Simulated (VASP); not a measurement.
GaC3, 4 atoms in the cell. The structure is cubic, space group Pm-3m (No. 221). Conventional cell: a = 3.341 Å, b = 3.341 Å, c = 3.341 Å, α = 90.00°, β = 90.00°, γ = 90.00°. Within 3.1 Å of Ga (site symmetry m-3m) lie 12 C at 2.36 Å. Within 3.1 Å of C (site symmetry 4/mmm) lie 4 Ga at 2.36 Å and 8 C at 2.36 Å. 

```yaml
Program: VASP 6.6.1
Task: single point
Functional: PBEsol
Potentials_or_basis: VASP PAW PBE potentials, release 64 (Ga_d, C)
Cutoff: 520 eV
k_mesh: 7 × 7 × 7
Occupations: fermi-dirac, width 0.05 eV
Spin: no spin polarisation
Dipole_correction: no
Further_INCAR_settings: ALGO = Normal; EDIFF = 1e-06; NBANDS = 20
```

Potentials or basis: VASP PAW PBE potentials, release 64 (Ga_d, C).

Run with:

```console
$ cat potpaw_PBE.64/Ga_d/POTCAR potpaw_PBE.64/C/POTCAR > POTCAR
$ mpirun -np 1 vasp_std > vasp.out
```

Hardware: 1 thread of Intel(R) Xeon(R) Platinum 8259CL CPU @ 2.50GHz (Skylake/Cascade Lake) (shared host).

Task: Estimate the wall time of this run.

Result: Wall time 21 s on 1 thread of Intel(R) Xeon(R) Platinum 8259CL CPU @ 2.50GHz (Skylake/Cascade Lake), on a shared host, peak memory 0.15 GiB. Counts: scf iterations 11, k points 20.
